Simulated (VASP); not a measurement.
# Mo3H (I4/mmm) in VASP: relaxation of cell and atoms with PBE

Aim: the relaxation of cell and atoms of Mo3H with PBE.

Program: VASP 6.6.1. These are calculated values, not measurements. Logs are shortened: lines on timing, memory, paths and dates and some standing lists are left out, and cuts for length are marked.

**1. The cell of the first run**

It takes space group I4/mmm (No. 139, tetragonal). The conventional cell has a = 3.180 Å, b = 3.180 Å, c = 10.464 Å, α = 90.00°, β = 90.00°, γ = 90.00°. H (site symmetry 4/mmm) has 6 Mo at 1.94 to 2.25 Å within 2.6 Å. Within 2.7 Å of Mo (site symmetry 4mm) lie 1 H at 1.94 Å and 4 Mo at 2.63 Å. Within 3.0 Å of Mo (site symmetry 4/mmm) lie 4 H at 2.25 Å and 8 Mo at 2.97 Å.

**2. Relaxation of cell and atoms, PBE**

The input, INCAR:

```
SYSTEM = Mo3H
PREC = Accurate
ENCUT = 600
EDIFF = 1E-6
ISMEAR = 0
SIGMA = 0.2
LREAL = .False.
LASPH = .True.
NELM = 60
ALGO = Normal
ISIF = 3
LWAVE = .False.
LCHARG = .False.
GGA = PE
IBRION = 2
NSW = 36
EDIFFG = -0.08
```

The input, KPOINTS:

```
regular mesh
0
Gamma
  8 8 8
  0 0 0
```

The input, POSCAR:

```
Mo3H
1.0
   -1.5901586500      1.5901586500      5.2321349100
    1.5901586500     -1.5901586500      5.2321349100
    1.5901586500      1.5901586500     -5.2321349100
H Mo
1 3
Direct
    0.5000000000      0.5000000000      0.0000000000
    0.6850000000      0.6850000000      0.0000000000
    0.3150000000      0.3150000000      0.0000000000
    0.0000000000      0.0000000000      0.0000000000
```

Potentials or basis: VASP PAW PBE potentials, release 64 (H, Mo_sv).

Command:

```sh
> cat potpaw_PBE.64/H/POTCAR potpaw_PBE.64/Mo_sv/POTCAR > POTCAR
> mpirun -np 1 vasp_std > vasp.out
```

OUTCAR:

```text
SYSTEM = Mo3H
   PREC = Accurate
   ENCUT = 600
   EDIFF = 1E-6
   ISMEAR = 0
   LREAL = .False.
   LASPH = .True.
   NELM = 60
   ISIF = 3
   GGA = PE
   IBRION = 2
   NSW = 36
   EDIFFG = -0.08

 ion  position               nearest neighbor table
   1  0.500  0.500  0.000-   2 1.94   3 1.94
   2  0.685  0.685  0.000-   1 1.94   3 2.63   3 2.63   3 2.63   3 2.63   4 2.97   4 2.97   4 2.97
                             4 2.97   4 3.30
   3  0.315  0.315  0.000-   1 1.94   2 2.63   2 2.63   2 2.63   2 2.63   4 2.97   4 2.97   4 2.97
                             4 2.97   4 3.30
   4  0.000  0.000  0.000-   2 2.97   2 2.97   3 2.97   3 2.97   2 2.97   2 2.97   3 2.97   3 2.97
                             2 3.30   3 3.30

  LATTYP: Found a body centered tetragonal cell.
 ALAT       =     3.1803173000
 C/A-ratio  =     3.2903225788

  Lattice vectors:

 A1 = (  -1.5901586500,   1.5901586500,   5.2321349100)
 A2 = (   1.5901586500,  -1.5901586500,   5.2321349100)
 A3 = (   1.5901586500,   1.5901586500,  -5.2321349100)

Analysis of symmetry for initial positions (statically):
=====================================================================
 Subroutine PRICEL returns:
 Original cell was already a primitive cell.

 Routine SETGRP: Setting up the symmetry group for a
 body centered tetragonal supercell.

 Subroutine GETGRP returns: Found 16 space group operations
 (whereof 16 operations were pure point group operations)
 out of a pool of 16 trial point group operations.

The static configuration has the point symmetry D_4h.

Analysis of symmetry for dynamics (positions and initial velocities):
=====================================================================
 Subroutine PRICEL returns:
 Original cell was already a primitive cell.

 Routine SETGRP: Setting up the symmetry group for a
 body centered tetragonal supercell.

 Subroutine GETGRP returns: Found 16 space group operations
 (whereof 16 operations were pure point group operations)
 out of a pool of 16 trial point group operations.

The dynamic configuration has the point symmetry D_4h.

 Subroutine INISYM returns: Found 16 space group operations
 (whereof 16 operations are pure point group operations),
 and found     1 'primitive' translations

----------------------------------------------------------------------------------------

                                     Primitive cell

  volume of cell :      52.9200

  direct lattice vectors                    reciprocal lattice vectors
    -1.590158650  1.590158650  5.232134910     0.000000000  0.314434035  0.095563285
     1.590158650 -1.590158650  5.232134910     0.314434035  0.000000000  0.095563285
     1.590158650  1.590158650 -5.232134910     0.314434035  0.314434035  0.000000000

  length of vectors
     5.694949059  5.694949059  5.694949059     0.328635214  0.328635214  0.444676876

  position of ions in fractional coordinates (direct lattice)
     0.500000000  0.500000000  0.000000000
     0.685000000  0.685000000  0.000000000
     0.315000000  0.315000000  0.000000000
     0.000000000  0.000000000  0.000000000

  ion indices of the primitive-cell ions
   primitive index   ion index
                 1           1
                 2           2
                 3           3
                 4           4

----------------------------------------------------------------------------------------

 KPOINTS: regular mesh

Automatic generation of k-mesh.
 Grid dimensions read from file:
 generate k-points for:    8    8    8

 Generating k-lattice:

  Cartesian coordinates                     Fractional coordinates (reciprocal lattice)
     0.000000000  0.039304254  0.011945411     0.125000000 -0.000000000  0.000000000
     0.039304254  0.000000000  0.011945411    -0.000000000  0.125000000  0.000000000
     0.039304254  0.039304254  0.000000000     0.000000000  0.000000000  0.125000000

  Length of vectors
     0.041079402  0.041079402  0.055584610

  Shift w.r.t. Gamma in fractional coordinates (k-lattice)
     0.000000000  0.000000000  0.000000000

 Subroutine IBZKPT returns following result:
 ===========================================

 Found     59 irreducible k-points:

 Following reciprocal coordinates:
            Coordinates               Weight
  0.000000  0.000000  0.000000      1.000000
  0.125000 -0.000000  0.000000      8.000000
  0.250000 -0.000000  0.000000      8.000000
  0.375000 -0.000000  0.000000      8.000000
  0.500000 -0.000000  0.000000      4.000000
  0.125000  0.125000  0.000000      8.000000
[... 16 lines left out ...]
  0.250000  0.125000  0.125000     16.000000
  0.375000  0.125000  0.125000      8.000000
 [... further k-points ...]
   k-points           NKPTS =     59   k-points in BZ     NKDIM =     59   number of bands    NBANDS=     25
   number of dos      NEDOS =    301   number of ions     NIONS =      4
   total plane-waves  NPLWV = 110592
   dimension x,y,z NGX =    48 NGY =   48 NGZ =   48
   dimension x,y,z NGXF=    96 NGYF=   96 NGZF=   96
   ions per type =               1   3
   NGX,Y,Z   is equivalent  to a cutoff of  14.01, 14.01, 14.01 a.u.
   NGXF,Y,Z  is equivalent  to a cutoff of  28.02, 28.02, 28.02 a.u.
 SYSTEM =  Mo3H
   PREC   = accura    normal or accurate (medium, high low for compatibility)
   ISTART =      0    job   : 0-new  1-cont  2-samecut
   ICHARG =      2    charge: 1-file 2-atom 10-const
   ISPIN  =      1    spin polarized calculation?
   LNONCOLLINEAR =      F non collinear calculations
   LSORBIT =      F    spin-orbit coupling
   LASPH  =      T    aspherical Exc in radial PAW
   ENCUT  =  600.0 eV  44.10 Ry    6.64 a.u.  11.37 11.37 11.37*2*pi/ulx,y,z
   NELM   =     60;   NELMIN=  2; NELMDL= -5     # of ELM steps
   EDIFF  = 0.1E-05   stopping-criterion for ELM
   LREAL  =      F    real-space projection
   EDIFFG = -.8E-01   stopping-criterion for IOM
   NSW    =     36    number of steps for IOM
   IBRION =      2    ionic relax: 0-MD 1-quasi-New 2-CG
   NFREE  =      1    steps in history (QN), initial steepest desc. (CG)
   ISIF   =      3    stress and relaxation
   ISYM   =      2    0-nonsym 1-usesym 2-fastsym
   POTIM  = 0.5000    time-step for ionic-motion
   TEBEG  =    0.0;   TEEND  =   0.0 temperature during run
   PSTRESS=    0.0 pullay stress
   NELECT =      43.0000    total number of electrons
   NUPDOWN=      -1.0000    fix difference up-down
   EMIN   =  10.00;   EMAX   =-10.00  energy-range for DOS
   EFERMI =   0.00;   METHOD = LEGACY
   ISMEAR =     0;   SIGMA  =   0.20  broadening in eV -4-tet -1-fermi 0-gaus
   EFERMI_NEDOS =   21; number of points for ismear=-14 and -15
   IALGO  =     38    algorithm
   IMIX   =      4    mixing-type and parameters
     AMIX     =   0.40;   BMIX     =  1.00
     AMIX_MAG =   1.60;   BMIX_MAG =  1.00
  volume/ion in A,a.u.               =      13.23        89.28
  Fermi-wavevector in a.u.,A,eV,Ry     =   1.527652  2.886843 31.752188  2.333720
  Thomas-Fermi vector in A             =   2.635519
   LORBIT       =      0    0 simple, 1 ext, 2 COOP (PROOUT), +10 PAW based schemes
   GGA     = PE    functional components
   LHFCALC =     F    Hartree Fock is set to
   AEXX    =    0.0000 exact exchange contribution
   IVDW    =     0    specifies the selected vdW correction
   LEPSILON=     F    determine dielectric tensor
   LRPA    =     F    only Hartree local field effects (RPA)
 conjugate gradient relaxation of ions
 non-spin polarized calculation
 Gauss-broadening in eV      SIGMA  =   0.20
  energy-cutoff  :      600.00
  volume of cell :       52.92
 maximum number of plane-waves:      1780
 NGX is ok and might be reduce to    48
   NGX = 23   NGY = 23   NGZ = 23

--------------------------------------- Ionic step        1  -------------------------------------------

 number of electron      43.0000001 magnetization

 Free energy of the ion-electron system (eV)
  ---------------------------------------------------
  ext. energy  EPLUGINS =         0.00000000
  ---------------------------------------------------
  free energy    TOTEN  =       -35.43313772 eV

  energy without entropy =      -35.37176440  energy(sigma->0) =      -35.40245106

------------------------ aborting loop because EDIFF is reached ----------------------------------------

  FORCE on cell =-STRESS in cart. coord.  units (eV):
  Direction    XX          YY          ZZ          XY          YZ          ZX
  --------------------------------------------------------------------------------------
  -------------------------------------------------------------------------------------
  Total       -3.2139721     -3.2139721     -3.6750725      0.0000000     -0.0000000      0.0000000
  in kB      -97.3044830    -97.3044830   -111.2645106      0.0000000     -0.0000000      0.0000000
  external PRESSURE =    -101.9578256 kB  Pullay stress =       0.0000000 kB
[... 175 lines left out ...]
  energy  without entropy=      -35.5160694195  energy(sigma->0) =      -35.54155557

--------------------------------------- Ionic step        6  -------------------------------------------

 number of electron      43.0000000 magnetization

 Free energy of the ion-electron system (eV)
  ---------------------------------------------------
  ext. energy  EPLUGINS =         0.00000000
  ---------------------------------------------------
  free energy    TOTEN  =       -35.57046924 eV

  energy without entropy =      -35.51869282  energy(sigma->0) =      -35.54458103

 E-fermi :  11.9501     XC(G=0): -13.1879

 val. band max:       11.9289370963   @ k =  -0.3750  -0.3750   0.3750
 cond. band min:      11.9562392652   @ k =  -0.1250   0.2500   0.1250
 fundamental gap:      0.0273021688
 Fermi energy:        11.9501160403

 k-point     1 :       0.0000    0.0000    0.0000
  band No.  band energies     occupation
      1     -49.3383      2.00000
      2     -49.1568      2.00000
      3     -48.8898      2.00000
      4     -23.5649      2.00000
      5     -23.5163      2.00000
      6     -23.3582      2.00000
[... 661 lines left out ...]
     24      13.0993      0.00000
     25      14.1569      0.00000

 [... further k-points ...]

------------------------ aborting loop because EDIFF is reached ----------------------------------------

  FORCE on cell =-STRESS in cart. coord.  units (eV):
  Direction    XX          YY          ZZ          XY          YZ          ZX
  --------------------------------------------------------------------------------------
  -------------------------------------------------------------------------------------
  Total        0.0685571      0.0685571      0.2892226      0.0000000     -0.0000000      0.0000000
  in kB        2.1883099      2.1883099      9.2318530      0.0000000     -0.0000000      0.0000000
  external PRESSURE =       4.5361576 kB  Pullay stress =       0.0000000 kB
[... 19 lines left out ...]
  FREE ENERGIE OF THE ION-ELECTRON SYSTEM (eV)
  ---------------------------------------------------
  free  energy   TOTEN  =       -35.5704692414 eV

  energy  without entropy=      -35.5186928249  energy(sigma->0) =      -35.54458103

 reached required accuracy - stopping structural energy minimisation
```

It took 19 min on 1 thread of Intel Xeon 8259CL, shared host; peak memory 0.39 GiB.

What came out:

```yaml
Free_energy: -35.5705 eV
Relaxed_volume: 12.55 Å³/atom
Relaxed_cell: a = 5.583 Å, b = 5.583 Å, c = 5.583 Å, α = 147.45°, β = 147.45°, γ = 46.70°
Space_group_after_relaxing_to_0.1_Å: I4/mmm (No. 139)
Energy_gained_by_relaxing: 34.3 meV/atom
Ionic_steps: 6
Pressure_after_relaxing: 0.5 GPa
Largest_force_after_relaxing: 0.004 eV/Å
Band_gap_on_the_k_mesh: zero (an odd number of electrons rules out a gap without spin polarisation)
```

Forces in eV/Å, atoms in the order of the input:
```
H    0.000  0.000  0.000
Mo   0.000  0.000  0.004
Mo   0.000  0.000 -0.004
Mo   0.000  0.000  0.000
```

Step by step:
```tsv
step	energy change (eV)	largest force (eV/Å)	pressure (GPa)	volume (Å³)
1	0.0000	0.9774	-10.20	52.92
2	0.0822	0.1730	21.05	46.73
3	-0.1169	0.7515	1.52	50.09
4	-0.1169	0.7437	1.81	50.03
5	-0.1339	0.3023	-0.02	50.26
6	-0.1373	0.0036	0.45	50.19
```

Final structure:
```
CELL_PARAMETERS angstrom
-1.56469 1.56469 5.12551
1.56469 -1.56469 5.12551
1.56469 1.56469 -5.12551
ATOMIC_POSITIONS crystal
H 0.50000 0.50000 0.00000
Mo 0.68049 0.68049 0.00000
Mo 0.31951 0.31951 0.00000
Mo 0.00000 0.00000 0.00000
```

The gap in the log of VASP goes by the Fermi energy; the results here count the filled bands.